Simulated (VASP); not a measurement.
Input of a VASP 6.6.1 run:

Contents of INCAR:

```
SYSTEM = Sb
ALGO     = Normal         ! electronic algorithm
EDIFF    = 1E-6           ! SCF threshold, eV
ENCUT    = 520            ! plane-wave cutoff, eV
GGA      = PE             ! functional
ISIF     = 2              ! what is computed and relaxed
ISMEAR   = 0              ! smearing method
LASPH    = .TRUE.         ! aspherical terms in the spheres
LCHARG   = .TRUE.         ! write CHGCAR
LELF     = .TRUE.         ! ELF
LREAL    = .FALSE.        ! projectors in reciprocal space
LVHAR    = .TRUE.       
LWAVE    = .FALSE.        ! write WAVECAR
NBANDS   = 12             ! bands
NELM     = 80             ! most SCF steps
PREC     = Accurate       ! precision mode
SIGMA    = 0.1            ! smearing width, eV
```

The input KPOINTS:

```
k-points
0
G
  18 18 18
  0 0 0
```

File POSCAR:

```
Sb
1.0
    2.1483085820      1.2403265382      3.6283276160
   -2.1483085820      1.2403265382      3.6283276160
    0.0000000000     -2.4806530763      3.6283276160
Sb
2
Direct
    0.2378972104      0.2378972104      0.2378972104
    0.7621027896      0.7621027896      0.7621027896
```

Potentials or basis: VASP PAW PBE potentials, release 64 (Sb).

The run is started by

```bash
$ cat potpaw_PBE.64/Sb/POTCAR > POTCAR
$ mpirun -np 1 vasp_std > vasp.out
```

(1) Estimate the largest force.

(2) What does it give for the band gap on the k mesh?

Results:

(1) 0.031 eV/Å.

(2) zero (bands 5 and 6 overlap by 0.32 eV).

Caveat: spin-orbit coupling is left out, which moves the levels of the heavy elements.
